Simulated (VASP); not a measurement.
A run of VASP 6.6.1 is set up as follows.

The input INCAR:

```
SYSTEM = Nb
PREC = Accurate
ENCUT = 520
EDIFF = 1E-6
ISMEAR = -1
SIGMA = 0.05
LREAL = .False.
LASPH = .True.
NELM = 80
ALGO = Normal
ISIF = 2
LWAVE = .False.
LCHARG = .True.
GGA = PS
LELF = .True.
LVHAR = .True.
NBANDS = 12
```

File KPOINTS:

```
regular mesh
0
Gamma
  9 9 9
  0 0 0
```

POSCAR

```
Nb
1.0
    0.0000000000      2.0900785724      2.0900785724
    2.0900785724      0.0000000000      2.0900785724
    2.0900785724      2.0900785724      0.0000000000
Nb
1
Direct
    0.0000000000      0.0000000000      0.0000000000
```

Potentials or basis: VASP PAW PBE potentials, release 64 (Nb_sv).

Launch:

```console
$ cat potpaw_PBE.64/Nb_sv/POTCAR > POTCAR
$ mpirun -np 1 vasp_std > vasp.out
```

Task: Predict the pressure.

Result: -0.3 GPa.

Caveat: the PAW data sets were made with another functional, which shifts forces and pressure a little.
